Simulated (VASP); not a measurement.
The system is As.

```
As
1.0
     1.79508    1.03639    5.05426
    -1.79508    1.03639    5.05426
     0.00000   -2.07278    5.05426
As
2
Cartesian
  0.0000 0.0000 11.9534
  0.0000 0.0000 3.2094
```

Base run:

```yaml
Program: VASP 6.6.1
Functional: r2SCAN
Potentials_or_basis: VASP PAW PBE potentials, release 64 (As)
Cutoff: 520 eV
k_mesh: 10 × 10 × 10
Occupations: fermi-dirac, width 0.1 eV
Spin: no spin polarisation
```

Its results: band gap on the k mesh 0.61 eV (least direct gap 1.15 eV); pressure 0.1 GPa; largest force 0.060 eV/Å.

Problem. The run is repeated on the same cell with these changes: k mesh from 10 × 10 × 10 to 5 × 5 × 5. What comes out?

Solution. Band gap on the k mesh 0.96 eV (least direct gap 1.70 eV); pressure 0.4 GPa; largest force 0.016 eV/Å.

Caveats: the PAW data sets were made with another functional, which shifts forces and pressure a little; semilocal functionals underestimate gaps, and a narrow one can read as zero (at least some runs).

A k mesh can miss the band edges.
